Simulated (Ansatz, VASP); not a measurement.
## Ag in VASP and in Ansatz

INCAR

```
SYSTEM = Ag
  PREC = Accurate
  ENCUT = 520
  EDIFF = 1E-7
  ISMEAR = -1
  SIGMA = 0.1
  LREAL = .FALSE.
  LASPH = .TRUE.
  NELM = 80
  ALGO = Normal
  ISIF = 2
  LWAVE = .FALSE.
  LCHARG = .FALSE.
  GGA = PE
  NBANDS = 12
```

File KPOINTS:

```
regular mesh
0
G
  11 11 11
  0 0 0
```

File POSCAR:

```
Ag
1.0
    0.0000000000      2.0762436579      2.0762436579
    2.0762436579      0.0000000000      2.0762436579
    2.0762436579      2.0762436579      0.0000000000
Ag
1
Direct
    0.0000000000      0.0000000000      0.0000000000
```

Input for Ansatz:

```yaml
crystal:
  lattice:
    - [0.0, 2.0762436578835417, 2.0762436578835417]
    - [2.0762436578835417, 0.0, 2.0762436578835417]
    - [2.0762436578835417, 2.0762436578835417, 0.0]
  atoms:
    - { symbol: Ag, position: [0.0, 0.0, 0.0] }
basis:
  ecutwfc: 500.0
kpoints:
  mp_grid:
    grid: [11, 11, 11]
hamiltonian:
  xc: pbe
scf:
  occupations:
    method: fermi_dirac
    width: 0.1
output:
  stress: true
```

Alike in both runs: task single point; functional PBE; k mesh 11 × 11 × 11; occupations fermi-dirac, width 0.1 eV; no spin polarisation.

|  | VASP | Ansatz |
| --- | --- | --- |
| version | VASP 6.6.1 | Ansatz 0.2.0 |
| potentials or method | VASP PAW PBE potentials, release 64 (Ag), cutoff 520 eV | plane waves, PAW |
| valence electrons in the cell | 11 | 19 |

|  | VASP | Ansatz | Ansatz less VASP |
| --- | --- | --- | --- |
| pressure (GPa) | -0.5 | -0.4 | +0.10 |

The functional is the same, so the differences come from potentials, cutoffs and numerics. VASP's potentials hold 11 valence electrons a cell and Ansatz's 19, so a difference there can come from the potentials and not from the codes.
